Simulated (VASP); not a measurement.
# PbO (P6_3mc) in VASP: further runs

Aim: see how the results for PbO move with the level of theory and the settings. Levels: r2SCAN, PBE. Tasks: single point.

Program: VASP 6.6.1. These are calculated values, not measurements. Logs are shortened: lines on timing, memory, paths and dates and some standing lists are left out, and cuts for length are marked.

### 1 The cell of the first run

It takes space group P6_3mc (No. 186, hexagonal). Conventional cell: a = 4.238 Å, b = 4.238 Å, c = 5.678 Å, α = 90.00°, β = 90.00°, γ = 120.00°. Within 3.1 Å of Pb (site symmetry 3m) lie 4 O at 2.35 to 2.50 Å. O (site symmetry 3m) has 4 Pb at 2.35 to 2.50 Å within 3.1 Å.

### 2 Single point, r2SCAN (22.08 Å³/atom)

Contents of POSCAR:

```
PbO
1.0
    4.2384185708      0.0000000000      0.0000000000
   -2.1192092854      3.6705781542      0.0000000000
    0.0000000000      0.0000000000      5.6779590197
Pb O
2 2
Direct
    0.3333333333      0.6666666667     -0.0195315528
    0.6666666667      0.3333333333      0.4804684472
    0.3333333333      0.6666666667      0.3945315528
    0.6666666667      0.3333333333      0.8945315528
```

Contents of INCAR.step1:

```
SYSTEM = PbO
  PREC = Accurate
  ENCUT = 520
  ISMEAR = 0
  SIGMA = 0.01
  LREAL = .False.
  LASPH = .True.
  NELM = 80
  NBANDS = 28
  GGA = PE
  ALGO = Normal
  EDIFF = 1E-4
  LWAVE = .True.
  LCHARG = .False.
```

Contents of INCAR.step2:

```
SYSTEM = PbO
  PREC = Accurate
  ENCUT = 520
  EDIFF = 1E-6
  ISMEAR = 0
  SIGMA = 0.01
  LREAL = .False.
  LASPH = .True.
  NELM = 80
  ALGO = Normal
  ISIF = 2
  LWAVE = .False.
  LCHARG = .False.
  METAGGA = R2SCAN
  LMIXTAU = .True.
  NBANDS = 28
  ISTART = 1
```

Contents of KPOINTS:

```
Automatic mesh
0
Gamma
  6 6 4
  0 0 0
```

Potentials or basis: VASP PAW PBE potentials, release 64 (Pb_d, O).

Started as:

```bash
> cat potpaw_PBE.64/Pb_d/POTCAR potpaw_PBE.64/O/POTCAR > POTCAR
> cp INCAR.step1 INCAR
> mpirun -np 1 vasp_std > vasp.out
> cp INCAR.step2 INCAR
> mpirun -np 1 vasp_std > vasp.out
```

OUTCAR:

```text
SYSTEM = PbO
   PREC = Accurate
   ENCUT = 520
   EDIFF = 1E-6
   ISMEAR = 0
   LREAL = .False.
   LASPH = .True.
   NELM = 80
   ISIF = 2
   METAGGA = R2SCAN
   ISTART = 1

 ion  position               nearest neighbor table
   1  0.333  0.667  0.980-   3 2.35   4 2.50   4 2.50   4 2.50   2 3.75   2 3.75   2 3.75   2 3.75
                             2 3.75   2 3.75
   2  0.667  0.333  0.480-   4 2.35   3 2.50   3 2.50   3 2.50   1 3.75   1 3.75   1 3.75   1 3.75
                             1 3.75   1 3.75
   3  0.333  0.667  0.395-   1 2.35   2 2.50   2 2.50   2 2.50
   4  0.667  0.333  0.895-   2 2.35   1 2.50   1 2.50   1 2.50

  LATTYP: Found a hexagonal cell.
 ALAT       =     4.2384185708
 C/A-ratio  =     1.3396409356

  Lattice vectors:

 A1 = (   4.2384185708,   0.0000000000,   0.0000000000)
 A2 = (  -2.1192092854,   3.6705781542,   0.0000000000)
 A3 = (   0.0000000000,   0.0000000000,   5.6779590197)

Analysis of symmetry for initial positions (statically):
=====================================================================
 Subroutine PRICEL returns:
 Original cell was already a primitive cell.

 Routine SETGRP: Setting up the symmetry group for a
 hexagonal supercell.

 Subroutine GETGRP returns: Found 12 space group operations
 (whereof  6 operations were pure point group operations)
 out of a pool of 24 trial point group operations.

The static configuration has the point symmetry C_3v.
 The point group associated with its full space group is C_6v.

Analysis of symmetry for dynamics (positions and initial velocities):
=====================================================================
 Subroutine PRICEL returns:
 Original cell was already a primitive cell.

 Routine SETGRP: Setting up the symmetry group for a
 hexagonal supercell.

 Subroutine GETGRP returns: Found 12 space group operations
 (whereof  6 operations were pure point group operations)
 out of a pool of 24 trial point group operations.

The dynamic configuration has the point symmetry C_3v.
 The point group associated with its full space group is C_6v.

 Subroutine INISYM returns: Found 12 space group operations
 (whereof  6 operations are pure point group operations),
 and found     1 'primitive' translations

----------------------------------------------------------------------------------------

                                     Primitive cell

  volume of cell :      88.3345

  direct lattice vectors                    reciprocal lattice vectors
     4.238418571  0.000000000  0.000000000     0.235937056  0.136218323  0.000000000
    -2.119209285  3.670578154  0.000000000     0.000000000  0.272436646  0.000000000
     0.000000000  0.000000000  5.677959020     0.000000000  0.000000000  0.176119623

  length of vectors
     4.238418571  4.238418571  5.677959020     0.272436646  0.272436646  0.176119623

  position of ions in fractional coordinates (direct lattice)
     0.333333333  0.666666667  0.980468447
     0.666666667  0.333333333  0.480468447
     0.333333333  0.666666667  0.394531553
     0.666666667  0.333333333  0.894531553

  ion indices of the primitive-cell ions
   primitive index   ion index
                 1           1
                 2           2
                 3           3
                 4           4

----------------------------------------------------------------------------------------

 KPOINTS: Automatic mesh

Automatic generation of k-mesh.
 Grid dimensions read from file:
 generate k-points for:    6    6    4

 Generating k-lattice:

  Cartesian coordinates                     Fractional coordinates (reciprocal lattice)
     0.039322843  0.022703054  0.000000000     0.166666667  0.000000000  0.000000000
     0.000000000  0.045406108  0.000000000     0.000000000  0.166666667  0.000000000
     0.000000000  0.000000000  0.044029906     0.000000000  0.000000000  0.250000000

  Length of vectors
     0.045406108  0.045406108  0.044029906

  Shift w.r.t. Gamma in fractional coordinates (k-lattice)
     0.000000000  0.000000000  0.000000000

 Subroutine IBZKPT returns following result:
 ===========================================

 Found     21 irreducible k-points:

 Following reciprocal coordinates:
            Coordinates               Weight
  0.000000  0.000000  0.000000      1.000000
  0.166667  0.000000  0.000000      6.000000
  0.333333  0.000000  0.000000      6.000000
  0.500000  0.000000  0.000000      3.000000
  0.166667  0.166667  0.000000      6.000000
  0.333333  0.166667  0.000000     12.000000
[... 13 lines left out ...]
  0.333333  0.166667  0.500000     12.000000
  0.333333  0.333333  0.500000      2.000000
   k-points           NKPTS =     21   k-points in BZ     NKDIM =     21   number of bands    NBANDS=     28
   number of dos      NEDOS =    301   number of ions     NIONS =      4
   total plane-waves  NPLWV =  43008
   dimension x,y,z NGX =    32 NGY =   32 NGZ =   42
   dimension x,y,z NGXF=    64 NGYF=   64 NGZF=   84
   ions per type =               2   2
   NGX,Y,Z   is equivalent  to a cutoff of  12.55, 12.55, 12.30 a.u.
   NGXF,Y,Z  is equivalent  to a cutoff of  25.10, 25.10, 24.59 a.u.
 SYSTEM =  PbO
   PREC   = accura    normal or accurate (medium, high low for compatibility)
   ISTART =      1    job   : 0-new  1-cont  2-samecut
   ICHARG =      0    charge: 1-file 2-atom 10-const
   ISPIN  =      1    spin polarized calculation?
   LNONCOLLINEAR =      F non collinear calculations
   LSORBIT =      F    spin-orbit coupling
   LASPH  =      T    aspherical Exc in radial PAW
   ENCUT  =  520.0 eV  38.22 Ry    6.18 a.u.   7.88  7.88 10.56*2*pi/ulx,y,z
   NELM   =     80;   NELMIN=  2; NELMDL=  0     # of ELM steps
   EDIFF  = 0.1E-05   stopping-criterion for ELM
   LREAL  =      F    real-space projection
   EDIFFG = 0.1E-04   stopping-criterion for IOM
   NSW    =      0    number of steps for IOM
   IBRION =     -1    ionic relax: 0-MD 1-quasi-New 2-CG
   NFREE  =      0    steps in history (QN), initial steepest desc. (CG)
   ISIF   =      2    stress and relaxation
   ISYM   =      2    0-nonsym 1-usesym 2-fastsym
   POTIM  = 0.5000    time-step for ionic-motion
   TEBEG  =    0.0;   TEEND  =   0.0 temperature during run
   PSTRESS=    0.0 pullay stress
   NELECT =      40.0000    total number of electrons
   NUPDOWN=      -1.0000    fix difference up-down
   EMIN   =  10.00;   EMAX   =-10.00  energy-range for DOS
   EFERMI =   0.00;   METHOD = LEGACY
   ISMEAR =     0;   SIGMA  =   0.01  broadening in eV -4-tet -1-fermi 0-gaus
   EFERMI_NEDOS =   21; number of points for ismear=-14 and -15
   IALGO  =     38    algorithm
   IMIX   =      4    mixing-type and parameters
     AMIX     =   0.40;   BMIX     =  1.00
     AMIX_MAG =   1.60;   BMIX_MAG =  1.00
  volume/ion in A,a.u.               =      22.08       149.03
  Fermi-wavevector in a.u.,A,eV,Ry     =   1.257143  2.375656 21.502759  1.580408
  Thomas-Fermi vector in A             =   2.390816
   LORBIT       =      0    0 simple, 1 ext, 2 COOP (PROOUT), +10 PAW based schemes
   METAGGA = R2SCAN    functional components
   LHFCALC =     F    Hartree Fock is set to
   AEXX    =    0.0000 exact exchange contribution
   IVDW    =     0    specifies the selected vdW correction
   LEPSILON=     F    determine dielectric tensor
   LRPA    =     F    only Hartree local field effects (RPA)
 non-spin polarized calculation
 Gauss-broadening in eV      SIGMA  =   0.01
  energy-cutoff  :      520.00
  volume of cell :       88.33
 maximum number of plane-waves:      2403
 NGX is ok and might be reduce to    32
   NGX = 15   NGY = 15   NGZ = 21

 number of electron      39.9999995 magnetization

 Free energy of the ion-electron system (eV)
  ---------------------------------------------------
  ext. energy  EPLUGINS =         0.00000000
  ---------------------------------------------------
  free energy    TOTEN  =      -128.54524860 eV

  energy without entropy =     -128.54524860  energy(sigma->0) =     -128.54524860

 E-fermi :   4.1642     XC(G=0):  -9.8935

 val. band max:        4.1122027269   @ k =   0.3333   0.3333   0.5000
 cond. band min:       6.1847496349   @ k =   0.5000   0.0000   0.5000
 fundamental gap:      2.0725469080
 Fermi energy:         4.1641725694

 k-point     1 :       0.0000    0.0000    0.0000
  band No.  band energies     occupation
      1     -14.4320      2.00000
      2     -14.2967      2.00000
      3     -12.5594      2.00000
      4     -12.5594      2.00000
      5     -12.5297      2.00000
      6     -12.5297      2.00000
[... 20 lines left out ...]
     27      12.1472      0.00000
     28      14.5909      0.00000

 k-point     2 :       0.1667    0.0000    0.0000
  band No.  band energies     occupation
      1     -14.4215      2.00000
      2     -14.3016      2.00000
      3     -12.5613      2.00000
      4     -12.5400      2.00000
      5     -12.5205      2.00000
      6     -12.5188      2.00000
[... 20 lines left out ...]
     27      13.3449      0.00000
     28      14.4618      0.00000

 k-point     3 :       0.3333    0.0000    0.0000
  band No.  band energies     occupation
      1     -14.3984      2.00000
      2     -14.3199      2.00000
      3     -12.5717      2.00000
      4     -12.5426      2.00000
      5     -12.4974      2.00000
      6     -12.4946      2.00000
[... 20 lines left out ...]
     27      13.2160      0.00000
     28      14.6700      0.00000

 k-point     4 :       0.5000    0.0000    0.0000
  band No.  band energies     occupation
      1     -14.3817      2.00000
      2     -14.3370      2.00000
      3     -12.5775      2.00000
      4     -12.5452      2.00000
      5     -12.4846      2.00000
      6     -12.4766      2.00000
[... 485 lines left out ...]
     27      14.0252      0.00000
     28      14.0252      0.00000

 k-point    20 :       0.3333    0.1667    0.5000
  band No.  band energies     occupation
      1     -14.3014      2.00000
      2     -14.3014      2.00000
      3     -12.5385      2.00000
      4     -12.5385      2.00000
      5     -12.5144      2.00000
      6     -12.5144      2.00000
[... 20 lines left out ...]
     27      14.3597      0.00000
     28      14.3597      0.00000

 k-point    21 :       0.3333    0.3333    0.5000
  band No.  band energies     occupation
      1     -14.3007      2.00000
      2     -14.3007      2.00000
      3     -12.5353      2.00000
      4     -12.5353      2.00000
      5     -12.5093      2.00000
      6     -12.5093      2.00000
[... 20 lines left out ...]
     27      14.7448      0.00000
     28      14.7448      0.00000

------------------------ aborting loop because EDIFF is reached ----------------------------------------

  FORCE on cell =-STRESS in cart. coord.  units (eV):
  Direction    XX          YY          ZZ          XY          YZ          ZX
  --------------------------------------------------------------------------------------
  -------------------------------------------------------------------------------------
  Total       -1.0049056     -1.0049056     -1.0169384      0.0000000      0.0000000      0.0000000
  in kB      -18.2265836    -18.2265836    -18.4448301      0.0000000      0.0000000      0.0000000
  external PRESSURE =     -18.2993325 kB  Pullay stress =       0.0000000 kB

 VOLUME and BASIS-vectors are now :
 -----------------------------------------------------------------------------
  energy-cutoff  :      520.00
  volume of cell :       88.33
      direct lattice vectors                 reciprocal lattice vectors
     4.238418571  0.000000000  0.000000000     0.235937056  0.136218323  0.000000000
    -2.119209285  3.670578154  0.000000000     0.000000000  0.272436646  0.000000000
     0.000000000  0.000000000  5.677959020     0.000000000  0.000000000  0.176119623

 POSITION                                       TOTAL-FORCE (eV/Angst)
 -----------------------------------------------------------------------------------
     -0.00000      2.44705      5.56706         0.000000     -0.000000      0.047188
      2.11921      1.22353      2.72808         0.000000      0.000000      0.047188
     -0.00000      2.44705      2.24013        -0.000000     -0.000000     -0.047188
      2.11921      1.22353      5.07911        -0.000000      0.000000     -0.047188
 -----------------------------------------------------------------------------------
    total drift:                               -0.000000     -0.000000     -0.000275

  FREE ENERGIE OF THE ION-ELECTRON SYSTEM (eV)
  ---------------------------------------------------
  free  energy   TOTEN  =      -128.5452486029 eV

  energy  without entropy=     -128.5452486029  energy(sigma->0) =     -128.54524860
```

Wall time 68 s (1 thread of Intel Xeon 6975P-C (Granite Rapids), shared host); peak memory 0.22 GiB.

Results:

| Item | Value |
| --- | --- |
| Free energy | -128.5452 eV |
| Pressure | -1.8 GPa |
| Largest force | 0.047 eV/Å |
| Band gap on the k mesh | 2.07 eV (least direct gap 2.35 eV) |

Forces on the atoms (eV/Å):
```
Pb   0.000  0.000  0.047
Pb   0.000  0.000  0.047
O    0.000  0.000 -0.047
O    0.000  0.000 -0.047
```

Caveat: the PAW data sets were made with another functional, which shifts forces and pressure a little; spin-orbit coupling is left out, which moves the levels of the heavy elements. A k mesh can miss the band edges.

(Continued in part 2 of 3.)
